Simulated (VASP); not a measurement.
**BC7: relaxation of volume and atoms at fixed shape with PBE**

BC7:

```
B C
1.0
     2.51837    0.00000    0.00000
     0.00000    2.51837    0.00000
     0.00000    0.00000    7.49430
B C
1 7
Cartesian
  0.0000 0.0000 3.7472
  0.0000 0.0000 0.0000
  0.0000 1.2592 0.8925
  1.2592 0.0000 6.6018
  0.0000 1.2592 4.8139
  1.2592 0.0000 2.6804
  1.2592 1.2592 1.8142
  1.2592 1.2592 5.6801
```

```
Program                : VASP 6.6.1
Task                   : relaxation of volume and atoms at fixed shape
Functional             : PBE
Potentials or basis    : VASP PAW PBE potentials, release 64 (B, C)
Cutoff                 : 600 eV
k mesh                 : 10 × 10 × 4
Occupations            : fermi-dirac, width 0.05 eV
Spin                   : no spin polarisation
Dipole correction      : no
Further INCAR settings : ALGO = Normal; EDIFF = 1e-06; IBRION = 2; EDIFFG = -0.01; NSW = 60; ISIF = 8
```

```json
{
  "Relaxed volume": "5.93 Å³/atom",
  "Relaxed cell": "a = 2.517 Å, b = 2.517 Å, c = 7.489 Å, α = 90.00°, β = 90.00°, γ = 90.00°",
  "Space group after relaxing (to 0.1 Å)": "P-4m2 (No. 115)",
  "Energy gained by relaxing": "0.1 meV/atom",
  "Ionic steps": "6",
  "Pressure after relaxing": "0.0 GPa",
  "Largest force after relaxing": "0.005 eV/Å",
  "Band gap on the k mesh": "zero (an odd number of electrons rules out a gap without spin polarisation)"
}
```

Forces in eV/Å, atoms in the order of the input:
```
B    0.000  0.000  0.000
C    0.000  0.000  0.000
C    0.000  0.000  0.002
C    0.000  0.000 -0.002
C    0.000  0.000 -0.005
C    0.000  0.000  0.005
C    0.000  0.000 -0.001
C    0.000  0.000  0.001
```

Stress tensor (GPa, compression positive):
```
 0.26  0.00  0.00
 0.00  0.26  0.00
 0.00  0.00 -0.58
```

The path:
| step | energy change (eV) | largest force (eV/Å) | pressure (GPa) | volume (Å³) |
| --- | --- | --- | --- | --- |
| 1 | 0.0000 | 0.0662 | -0.90 | 47.53 |
| 2 | 0.0001 | 0.0757 | 1.06 | 47.30 |
| 3 | -0.0004 | 0.0247 | 0.02 | 47.42 |
| 4 | -0.0004 | 0.0192 | 0.09 | 47.41 |
| 5 | -0.0004 | 0.0140 | 0.07 | 47.42 |
| 6 | -0.0005 | 0.0051 | -0.02 | 47.43 |

Final structure:
```cif
data_structure
_symmetry_space_group_name_H-M 'P 1'
_symmetry_Int_Tables_number 1
_cell_length_a 2.5166
_cell_length_b 2.5166
_cell_length_c 7.4890
_cell_angle_alpha 90.000
_cell_angle_beta 90.000
_cell_angle_gamma 90.000
_cell_volume 47.43
loop_
_atom_site_label
_atom_site_type_symbol
_atom_site_fract_x
_atom_site_fract_y
_atom_site_fract_z
_atom_site_occupancy
B1 B 0.00000 0.00000 0.50000 1
C1 C 0.00000 0.00000 0.00000 1
C2 C 0.00000 0.50000 0.11903 1
C3 C 0.50000 0.00000 0.88097 1
C4 C 0.00000 0.50000 0.64264 1
C5 C 0.50000 0.00000 0.35736 1
C6 C 0.50000 0.50000 0.24187 1
C7 C 0.50000 0.50000 0.75813 1
```

Levels at points of the mesh, in eV from the Fermi level:
```
           k point  band 12  band 13  band 14  band 15  band 16  band 17  band 18  band 19  band 20
(0.00, 0.00, 0.00)    -2.48    -2.48     0.03     1.35     1.35     4.61     4.65     5.40     6.09
(0.50, 0.00, 0.00)    -2.82    -2.66    -2.66    -2.43     0.79     7.39     8.13     8.35     8.46
(0.50, 0.50, 0.00)    -7.01    -6.38    -5.33    -5.33    -4.86     4.53     4.53     4.89     5.65
(0.00, 0.00, 0.50)    -1.77    -1.40    -1.16     0.57     0.57     4.57     4.59     5.52     6.38
(0.50, 0.00, 0.50)    -3.76    -3.06    -2.79    -2.70     0.78     8.01     8.13     8.49     8.87
(0.50, 0.50, 0.50)    -6.92    -6.34    -5.69    -5.69    -5.35     6.11     6.11     6.35     6.85
```

It took 2.4 min on 1 thread of Intel Xeon 8259CL, with other jobs on the host, peak memory 0.2 GiB.
